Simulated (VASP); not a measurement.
Write the native input for VASP 6.6.1 that does the following.

```yaml
Task: single point
Functional: r2SCAN
Potentials_or_basis: VASP PAW PBE potentials, release 64 (W_sv, C)
Cutoff: 520 eV
k_mesh: 11 × 11 × 11
Occupations: fermi-dirac, width 0.1 eV
Spin: no spin polarisation
Dipole_correction: no
Further_INCAR_settings: ALGO = Normal; EDIFF = 1e-06; NBANDS = 16
```

Crystal: WC.

```xyz
2
Lattice="0.0000 2.1927 2.1927 2.1927 0.0000 2.1927 2.1927 2.1927 0.0000" Properties=species:S:1:pos:R:3 pbc="T T T"
W     0.0000    0.0000    0.0000
C     2.1927    2.1927    2.1927
```

One way to write it, as run:

POSCAR

```
WC
1.0
    0.0000000000      2.1926800000      2.1926800000
    2.1926800000      0.0000000000      2.1926800000
    2.1926800000      2.1926800000      0.0000000000
W C
1 1
Direct
    0.0000000000      0.0000000000      0.0000000000
    0.5000000000      0.5000000000      0.5000000000
```

INCAR.step1

```
SYSTEM = WC
ALGO = Normal
EDIFF = 1E-4
ENCUT = 520
GGA = PE
ISMEAR = -1
LASPH = .TRUE.
LCHARG = .FALSE.
LREAL = .FALSE.
LWAVE = .TRUE.
NBANDS = 16
NELM = 60
PREC = Accurate
SIGMA = 0.1
```

INCAR.step2

```
SYSTEM = WC
ALGO = Normal
EDIFF = 1E-6
ENCUT = 520
ISIF = 2
ISMEAR = -1
ISTART = 1
LASPH = .TRUE.
LCHARG = .FALSE.
LMIXTAU = .TRUE.
LREAL = .FALSE.
LWAVE = .FALSE.
METAGGA = R2SCAN
NBANDS = 16
NELM = 60
PREC = Accurate
SIGMA = 0.1
```

KPOINTS

```
k-points
0
G
  11 11 11
  0 0 0
```

Potentials or basis: VASP PAW PBE potentials, release 64 (W_sv, C).

Command:

```console
$ cat potpaw_PBE.64/W_sv/POTCAR potpaw_PBE.64/C/POTCAR > POTCAR
$ cp INCAR.step1 INCAR
$ mpirun -np 1 vasp_std > vasp.out
$ cp INCAR.step2 INCAR
$ mpirun -np 1 vasp_std > vasp.out
```

Results of the run:

```json
{
 "Pressure": "-3.4 GPa",
 "Band gap on the k mesh": "zero (band 9 reaches 13.38 eV, above the bottom of band 10 at 10.18 eV)"
}
```

Caveat: the PAW data sets were made with another functional, which shifts forces and pressure a little; spin-orbit coupling is left out, which moves the levels of the heavy elements.

Run time: 40 s on 1 thread of Intel Xeon 6975P-C (shared host), peak memory 0.16 GiB.
